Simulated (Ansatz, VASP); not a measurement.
# One calculation of Tc, two programs

The input INCAR:

```
SYSTEM = Tc
PREC = Accurate
ENCUT = 520
EDIFF = 1E-7
ISMEAR = -1
SIGMA = 0.05
LREAL = .False.
LASPH = .True.
NELM = 80
ALGO = Normal
ISIF = 2
LWAVE = .False.
LCHARG = .True.
GGA = PE
LELF = .True.
LVHAR = .True.
NBANDS = 34
```

KPOINTS

```
Automatic mesh
0
Gamma
  11 11 3
  0 0 0
```

File POSCAR:

```
Tc
1.0
    2.7574972454      0.0000000000      0.0000000000
   -1.3787486226      2.3880626653      0.0000000000
    0.0000000000      0.0000000000      8.8277635130
Tc
4
Direct
    0.6666666667      0.3333333333      0.7500000000
    0.0000000000      0.0000000000      0.5000000000
    0.3333333333      0.6666666667      0.2500000000
    0.0000000000      0.0000000000      0.0000000000
```

The input input.yaml:

```yaml
crystal:
  lattice:
    - [2.7574972454, 0.0, 0.0]
    - [-1.3787486226, 2.3880626653, 0.0]
    - [0.0, 0.0, 8.827763513]
  atoms:
    - { symbol: Tc, position: [0.6666666667, 0.3333333333, 0.75] }
    - { symbol: Tc, position: [0.0, 0.0, 0.5] }
    - { symbol: Tc, position: [0.3333333333, 0.6666666667, 0.25] }
    - { symbol: Tc, position: [0.0, 0.0, 0.0] }
hamiltonian:
  xc: pbe
  pseudopotentials: { kind: paw }
kpoints:
  mp_grid: { grid: [11, 11, 3] }
scf:
  occupations: { method: fermi_dirac, width: 0.05 }
output:
  forces: true
  stress: true
  eigenvalues: true
```

Alike in both runs: task single point; functional PBE; k mesh 11 × 11 × 3; occupations fermi-dirac, width 0.05 eV; no spin polarisation.

|  | VASP | Ansatz |
| --- | --- | --- |
| version | VASP 6.6.1 | Ansatz 0.2.0 |
| potentials or method | VASP PAW PBE potentials, release 64 (Tc_pv) | Ansatz PAW earlier set |
| plane-wave cutoff (eV) | 520 | 500 |
| valence electrons in the cell | 52 | 60 |

Ansatz gave:

| Item | Value |
| --- | --- |
| gap on the k mesh at the Fermi level (eV) | none |
| pressure (GPa) | -1.8 |
| traceless stress, the component that is largest in VASP (GPa) | 1.17 |

Problem. Which values does VASP return?

Solution. gap on the k mesh at the Fermi level (eV): none; pressure (GPa): -2.4; traceless stress, the component that is largest in VASP (GPa): 1.14.

A gap of «none» marks a metal or a gap that the smearing closes. With one functional, cell and mesh, what is left measures potentials, basis and numerics. VASP's potentials hold 52 valence electrons a cell and Ansatz's 60, so a difference there can come from the potentials and not from the codes.
